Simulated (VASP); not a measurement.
# K2ScSi2 (I4/mmm) in VASP: single point with r2SCAN

Aim: the single point of K2ScSi2 with r2SCAN.

All numbers are computed with VASP 6.6.1; they aren't measurements. Logs are shortened: lines on timing, memory, paths and dates and some standing lists are left out, and cuts for length are marked.

**1. The cell of the first run**

Symmetry: I4/mmm, No. 139, tetragonal system. Conventional cell: a = 4.519 Å, b = 4.519 Å, c = 11.540 Å, α = 90.00°, β = 90.00°, γ = 90.00°. Sc (site symmetry 4/mmm) has 10 Si at 3.51 to 4.33 Å and 8 K at 3.66 Å and 4 Sc at 4.52 Å within 4.6 Å. K (site symmetry -4m2) has 4 Si at 2.68 Å and 4 K at 3.20 Å within 3.5 Å. Within 3.6 Å of Si (site symmetry 4mm) lie 4 K at 2.68 Å and 1 Si at 2.88 Å and 4 Sc at 3.51 Å.

**2. Single point, r2SCAN**

POSCAR reads:

```
K2ScSi2
1.0
    0.0000000000      4.5186470000      0.0000000000
    4.5186470000      0.0000000000      0.0000000000
    2.2593230000      2.2593230000     -5.7697780000
Sc K Si
1 2 2
Direct
    0.0000000000      0.0000000000      0.0000000000
    0.7500000000      0.2500000000      0.5000000000
    0.2500000000      0.7500000000      0.5000000000
    0.3750000000      0.3750000000      0.2500000000
    0.6250000000      0.6250000000      0.7500000000
```

INCAR.step1 reads:

```
PREC = Accurate
ENCUT = 520
ISMEAR = -1
SIGMA = 0.1
LREAL = False
LASPH = True
NELM = 100
NBANDS = 26
GGA = PE
ALGO = Normal
EDIFF = 1E-4
LWAVE = True
LCHARG = False
```

INCAR.step2 reads:

```
PREC = Accurate
ENCUT = 520
EDIFF = 1E-7
ISMEAR = -1
SIGMA = 0.1
LREAL = False
LASPH = True
NELM = 100
ALGO = Normal
ISIF = 2
LWAVE = False
LCHARG = True
METAGGA = R2SCAN
LMIXTAU = True
LELF = True
LVHAR = True
NBANDS = 26
ISTART = 1
```

KPOINTS reads:

```
regular mesh
0
Gamma
  8 8 8
```

Potentials or basis: VASP PAW PBE potentials, release 64 (Sc_sv, K_sv, Si).

On the command line:

```bash
> cat potpaw_PBE.64/Sc_sv/POTCAR potpaw_PBE.64/K_sv/POTCAR potpaw_PBE.64/Si/POTCAR > POTCAR
> cp INCAR.step1 INCAR
> mpirun -np 1 vasp_std > vasp.out
> cp INCAR.step2 INCAR
> mpirun -np 1 vasp_std > vasp.out
```

OUTCAR:

```text
PREC = Accurate
   ENCUT = 520
   EDIFF = 1E-7
   ISMEAR = -1
   LREAL = False
   LASPH = True
   NELM = 100
   ISIF = 2
   METAGGA = R2SCAN
   ISTART = 1

 ion  position               nearest neighbor table
   1  0.000  0.000  0.000-
   2  0.750  0.250  0.500-   4 2.68   5 2.68   4 2.68   5 2.68   3 3.20   3 3.20   3 3.20   3 3.20

   3  0.250  0.750  0.500-   4 2.68   5 2.68   4 2.68   5 2.68   2 3.20   2 3.20   2 3.20   2 3.20

   4  0.375  0.375  0.250-   2 2.68   3 2.68   3 2.68   2 2.68   5 2.88
   5  0.625  0.625  0.750-   2 2.68   3 2.68   3 2.68   2 2.68   4 2.88

  LATTYP: Found a body centered tetragonal cell.
 ALAT       =     4.5186470000
 C/A-ratio  =     2.5537635491

  Lattice vectors:

 A1 = (  -2.2593230000,   2.2593240000,   5.7697780000)
 A2 = (   2.2593240000,  -2.2593230000,   5.7697780000)
 A3 = (   2.2593230000,   2.2593230000,  -5.7697780000)

Analysis of symmetry for initial positions (statically):
=====================================================================
 Subroutine PRICEL returns:
 Original cell was already a primitive cell.

 Routine SETGRP: Setting up the symmetry group for a
 body centered tetragonal supercell.

 Subroutine GETGRP returns: Found 16 space group operations
 (whereof 16 operations were pure point group operations)
 out of a pool of 16 trial point group operations.

The static configuration has the point symmetry D_4h.

Analysis of symmetry for dynamics (positions and initial velocities):
=====================================================================
 Subroutine PRICEL returns:
 Original cell was already a primitive cell.

 Routine SETGRP: Setting up the symmetry group for a
 body centered tetragonal supercell.

 Subroutine GETGRP returns: Found 16 space group operations
 (whereof 16 operations were pure point group operations)
 out of a pool of 16 trial point group operations.

The dynamic configuration has the point symmetry D_4h.

 Subroutine INISYM returns: Found 16 space group operations
 (whereof 16 operations are pure point group operations),
 and found     1 'primitive' translations

----------------------------------------------------------------------------------------

                                     Primitive cell

[... 93 lines left out ...]
   LASPH  =      T    aspherical Exc in radial PAW
   ENCUT  =  520.0 eV  38.22 Ry    6.18 a.u.   8.40  8.40 12.26*2*pi/ulx,y,z
   NELM   =    100;   NELMIN=  2; NELMDL=  0     # of ELM steps
   EDIFF  = 0.1E-06   stopping-criterion for ELM
   LREAL  =      F    real-space projection
   EDIFFG = 0.1E-05   stopping-criterion for IOM
   NSW    =      0    number of steps for IOM
   IBRION =     -1    ionic relax: 0-MD 1-quasi-New 2-CG
   NFREE  =      0    steps in history (QN), initial steepest desc. (CG)
   ISIF   =      2    stress and relaxation
   ISYM   =      2    0-nonsym 1-usesym 2-fastsym
   POTIM  = 0.5000    time-step for ionic-motion
   TEBEG  =    0.0;   TEEND  =   0.0 temperature during run
   PSTRESS=    0.0 pullay stress
   NELECT =      37.0000    total number of electrons
   NUPDOWN=      -1.0000    fix difference up-down
   EMIN   =  10.00;   EMAX   =-10.00  energy-range for DOS
   EFERMI =   0.00;   METHOD = LEGACY
   ISMEAR =    -1;   SIGMA  =   0.10  broadening in eV -4-tet -1-fermi 0-gaus
   EFERMI_NEDOS =   21; number of points for ismear=-14 and -15
   IALGO  =     38    algorithm
   IMIX   =      4    mixing-type and parameters
     AMIX     =   0.40;   BMIX     =  1.00
     AMIX_MAG =   1.60;   BMIX_MAG =  1.00
  volume/ion in A,a.u.               =      23.56       159.00
  Fermi-wavevector in a.u.,A,eV,Ry     =   1.112799  2.102885 16.848391  1.238322
  Thomas-Fermi vector in A             =   2.249377
   LORBIT       =      0    0 simple, 1 ext, 2 COOP (PROOUT), +10 PAW based schemes
   METAGGA = R2SCAN    functional components
   LHFCALC =     F    Hartree Fock is set to
   AEXX    =    0.0000 exact exchange contribution
   IVDW    =     0    specifies the selected vdW correction
   LEPSILON=     F    determine dielectric tensor
   LRPA    =     F    only Hartree local field effects (RPA)
 non-spin polarized calculation
  energy-cutoff  :      520.00
  volume of cell :      117.81
 maximum number of plane-waves:      3214
 NGX is ok and might be reduce to    36
   NGX = 17   NGY = 17   NGZ = 25

 number of electron      36.9999999 magnetization

 Free energy of the ion-electron system (eV)
  ---------------------------------------------------
  ext. energy  EPLUGINS =         0.00000000
  ---------------------------------------------------
  free energy    TOTEN  =       -34.05232172 eV

  energy without entropy =      -33.91391852  energy(sigma->0) =      -33.98312012

 E-fermi :   3.7300     XC(G=0):  -9.7962

 val. band max:        3.7230805923   @ k =   0.5000   0.3750   0.1250
 cond. band min:       3.7341756404   @ k =  -0.1250  -0.2500   0.1250
 fundamental gap:      0.0110950481
 Fermi energy:         3.7299584233

 k-point     1 :       0.0000    0.0000    0.0000
  band No.  band energies     occupation
      1     -49.1378      2.00000
      2     -28.1864      2.00000
      3     -27.8798      2.00000
      4     -26.8047      2.00000
      5     -26.7280      2.00000
      6     -26.7280      2.00000
[... 685 lines left out ...]
     25       6.1294      0.00000
     26       7.5762      0.00000

 [... further k-points ...]

------------------------ aborting loop because EDIFF is reached ----------------------------------------

  FORCE on cell =-STRESS in cart. coord.  units (eV):
  Direction    XX          YY          ZZ          XY          YZ          ZX
  --------------------------------------------------------------------------------------
  -------------------------------------------------------------------------------------
  Total        9.5482775      9.5482775      9.9177298      0.0000000      0.0000009      0.0000009
  in kB      129.8553005    129.8553005    134.8798026      0.0000000      0.0000117      0.0000117
  external PRESSURE =     131.5301345 kB  Pullay stress =       0.0000000 kB

 VOLUME and BASIS-vectors are now :
 -----------------------------------------------------------------------------
  energy-cutoff  :      520.00
  volume of cell :      117.81
      direct lattice vectors                 reciprocal lattice vectors
     0.000000000  4.518647000  0.000000000     0.000000000  0.221305183  0.086658428
     4.518647000  0.000000000  0.000000000     0.221305183  0.000000000  0.086658428
     2.259323000  2.259323000 -5.769778000     0.000000000  0.000000000 -0.173316894

 POSITION                                       TOTAL-FORCE (eV/Angst)
 -----------------------------------------------------------------------------------
      0.00000      0.00000      0.00000         0.000000      0.000000      0.000000
      2.25932      4.51865     -2.88489        -0.000000      0.000000      0.000000
      4.51865      2.25932     -2.88489         0.000000     -0.000000      0.000000
      2.25932      2.25932     -1.44244         0.000001      0.000001      6.191869
      4.51865      4.51865     -4.32733        -0.000001     -0.000001     -6.191869
 -----------------------------------------------------------------------------------
    total drift:                               -0.000000      0.000000     -0.000000

  FREE ENERGIE OF THE ION-ELECTRON SYSTEM (eV)
  ---------------------------------------------------
  free  energy   TOTEN  =       -34.0523217167 eV

  energy  without entropy=      -33.9139185176  energy(sigma->0) =      -33.98312012
```

Wall time 19 min (1 thread of Intel Xeon 8259CL, shared host); peak memory 0.38 GiB.

Results:

```
Free energy            : -34.0523 eV
Pressure               : 13.2 GPa
Largest force          : 6.192 eV/Å
Band gap on the k mesh : zero (an odd number of electrons rules out a gap without spin polarisation)
```

Forces in eV/Å, atoms in the order of the input:
```
Sc   0.000  0.000  0.000
K    0.000  0.000  0.000
K    0.000  0.000  0.000
Si   0.000  0.000  6.192
Si   0.000  0.000 -6.192
```

Levels at points of the mesh, in eV from the Fermi level:
| k point | band 15 | band 16 | band 17 | band 18 | band 19 | band 20 | band 21 | band 22 |
| --- | --- | --- | --- | --- | --- | --- | --- | --- |
| (0.00, 0.00, 0.00) | -2.63 | -0.97 | -0.97 | -0.24 | 0.35 | 0.35 | 0.68 | 0.91 |
| (0.50, 0.00, 0.00) | -2.86 | -1.52 | -0.97 | -0.43 | 0.18 | 0.89 | 0.90 | 0.97 |
| (0.50, 0.50, 0.00) | -2.38 | -1.46 | -1.37 | -0.78 | -0.21 | -0.19 | 1.48 | 1.83 |
| (0.00, 0.00, 0.50) | -2.68 | -0.54 | -0.54 | -0.10 | -0.10 | 0.43 | 0.73 | 0.95 |

Caveat: the cell stands under pressure; the PAW data sets were made with another functional, which shifts forces and pressure a little.
